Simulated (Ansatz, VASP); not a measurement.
One calculation of Re, two programs

```
Re
1.0
     0.00000    2.03425    1.97500
     1.91575    0.00000    1.97500
     1.91575    2.03425    0.00000
Re
1
Direct
  0.00000 0.00000 0.00000
```

Change from the starting cell: strain -0.0300 x Voigt [1, -1, 0, 0, 0, 0], atoms carried along.

Alike in both runs: task single point; functional PBEsol; k mesh 20 × 20 × 20; occupations gaussian, width 0.15 eV; no spin polarisation.

|  | VASP | Ansatz |
| --- | --- | --- |
| version | VASP 6.6.1 | Ansatz 0.2.0 |
| potentials or method | VASP PAW PBE potentials, release 64 (Re), cutoff 520 eV | scalar-relativistic, plane waves, PAW |
| valence electrons in the cell | 7 | 15 |

VASP gave:

* gap on the k mesh at the Fermi level (eV): none
* pressure (GPa): -18.4
* traceless stress, the component that is largest in VASP (GPa): -8.05

Task: Which values does Ansatz return?

Result: gap on the k mesh at the Fermi level (eV): none; pressure (GPa): -17.9; traceless stress, the component that is largest in VASP (GPa): -8.12.

VASP's potentials were made for PBE, not for PBEsol. A gap of «none» marks a metal or a gap that the smearing closes. VASP's potentials hold 7 valence electrons a cell and Ansatz's 15, so a difference there can come from the potentials and not from the codes.

Neither program's run includes spin-orbit coupling.
